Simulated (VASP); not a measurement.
## Zr: single point with r2SCAN

The system is Zr.

```
Zr
1.0
     0.00000    2.26462    2.26462
     2.26462    0.00000    2.26462
     2.26462    2.26462    0.00000
Zr
1
Direct
  0.00000 0.00000 0.00000
```

```json
{"Program": "VASP 6.6.1", "Task": "single point", "Functional": "r2SCAN", "Potentials or basis": "VASP PAW PBE potentials, release 64 (Zr_sv)", "Cutoff": "550 eV", "k mesh": "4 × 4 × 4, shifted", "Occupations": "gaussian, width 0.1 eV", "Spin": "no spin polarisation", "Dipole correction": "no", "Further INCAR settings": "ALGO = Normal; EDIFF = 1e-06; NBANDS = 12; ISYM = 0"}
```

```json
{"Pressure": "0.7 GPa", "Band gap on the k mesh": "zero (band 6 reaches 9.31 eV, above the bottom of band 7 at 8.53 eV)"}
```

Levels at points of the mesh, in eV from the Fermi level:
```csv
k point,band 2,band 3,band 4,band 5,band 6,band 7,band 8,band 9,band 10,band 11
"(0.12, 0.12, 0.00)",-27.44,-27.33,-27.33,-5.29,0.31,1.45,1.45,2.79,3.88,12.25
```

It took 57 s on 1 thread of Intel(R) Xeon(R) Platinum 8259CL CPU @ 2.50GHz (Skylake/Cascade Lake) (shared host), peak memory 0.16 GiB.

Caveat: the k points lie up to 0.60 Å⁻¹ apart; the PAW data sets were made with another functional, which shifts forces and pressure a little.
